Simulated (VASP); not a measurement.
Ti2W:

```
CELL_PARAMETERS angstrom
2.85451 0.00000 0.00000
-1.42726 2.47208 0.00000
0.00000 0.00000 14.29775
ATOMIC_POSITIONS crystal
Ti 0.33333 0.66667 0.50000
Ti 0.66667 0.33333 0.00000
Ti 0.66667 0.33333 0.33272
Ti 0.66667 0.33333 0.66728
W 0.33333 0.66667 0.83388
W 0.33333 0.66667 0.16612
```

```yaml
Program: VASP 6.6.1
Task: relaxation of cell and atoms
Functional: PBE
Potentials_or_basis: VASP PAW PBE potentials, release 64 (Ti_sv, W_sv)
Cutoff: 500 eV
k_mesh: 18 × 18 × 4
Occupations: gaussian, width 0.1 eV
Spin: no spin polarisation
```

At the start: pressure -0.3 GPa; volume 16.82 Å³/atom.

Task: Where does the relaxation end?

Result: Over 11 steps the energy falls by 2.2 meV/atom and the volume is 16.76 Å³/atom (-0.3 %); space group P-6m2 (No. 187, to 0.1 Å) before and after.

The path:
```
step  energy change (eV)  largest force (eV/Å)  pressure (GPa)  volume (Å³)
   1              0.0000                0.1815           -0.31       100.89
   2             -0.0076                0.1228            0.44       100.42
   3             -0.0083                0.0960            0.75       100.22
   4             -0.0091                0.0925           -0.80       101.15
   5             -0.0104                0.0866           -0.14       100.74
   6             -0.0115                0.0555           -0.10       100.70
   7             -0.0129                0.0335           -0.04       100.59
   8             -0.0131                0.0024            0.11       100.49
   9             -0.0131                0.0067            0.10       100.50
  10             -0.0130                0.0160           -0.22       100.69
  11             -0.0131                0.0005            0.00       100.56
```

Final structure:
```
Ti W
1.0
     2.83782    0.00000    0.00000
    -1.41891    2.45762    0.00000
     0.00000    0.00000   14.41829
Ti W
4 2
Direct
  0.33333 0.66667 0.50000
  0.66667 0.33333 0.00000
  0.66667 0.33333 0.33535
  0.66667 0.33333 0.66465
  0.33333 0.66667 0.83259
  0.33333 0.66667 0.16741
```
